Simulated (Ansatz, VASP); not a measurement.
**Sc: VASP beside Ansatz**

File INCAR:

```
SYSTEM = Sc
PREC = Accurate
ENCUT = 520
EDIFF = 1E-6
ISMEAR = -1
SIGMA = 0.1
LREAL = .False.
LASPH = .True.
NELM = 60
ALGO = Normal
ISIF = 2
LWAVE = .False.
LCHARG = .False.
GGA = PE
NBANDS = 18
```

The input KPOINTS:

```
Automatic mesh
0
Gamma
  11 11 6
  0 0 0
```

Contents of POSCAR:

```
Sc
1.0
    3.3193628924      0.0000000000      0.0000000000
   -1.6596814462      2.8746525892      0.0000000000
    0.0000000000      0.0000000000      5.1842605006
Sc
2
Direct
    0.3333333333      0.6666666667      0.2500000000
    0.6666666667      0.3333333333      0.7500000000
```

Input for Ansatz:

```yaml
crystal:
  lattice:
    - [3.3193628924, 0.0, 0.0]
    - [-1.6596814462, 2.8746525892, 0.0]
    - [0.0, 0.0, 5.1842605006]
  atoms:
    - { symbol: Sc, position: [0.3333333333, 0.6666666667, 0.25] }
    - { symbol: Sc, position: [0.6666666667, 0.3333333333, 0.75] }
hamiltonian:
  xc: pbe
  pseudopotentials:
    kind: paw
    azcp:
      Sc: "pseudopotentials/Sc.paw.azcp"
basis:
  ecutwfc: 420
  fft_grid_basis: typed
kpoints:
  mp_grid: { grid: [11, 11, 6], shift: [0, 0, 0] }
magnetization:
  spin_polarized: false
scf:
  occupations: { method: fermi_dirac, width: 0.1 }
  lower_state_search: "off"
output:
  stress: true
```

Alike in both runs: task single point; functional PBE; k mesh 11 × 11 × 6; occupations fermi-dirac, width 0.1 eV; no spin polarisation.

|  | VASP | Ansatz |
| --- | --- | --- |
| version | VASP 6.6.1 | Ansatz 0.2.0 |
| potentials or method | VASP PAW PBE potentials, release 64 (Sc_sv), cutoff 520 eV | plane waves (420 eV) with PAW, scalar-relativistic |
| valence electrons in the cell | 22 | 22 |

|  | VASP | Ansatz | Ansatz less VASP |
| --- | --- | --- | --- |
| pressure (GPa) | 0.0 | 0.0 | -0.02 |
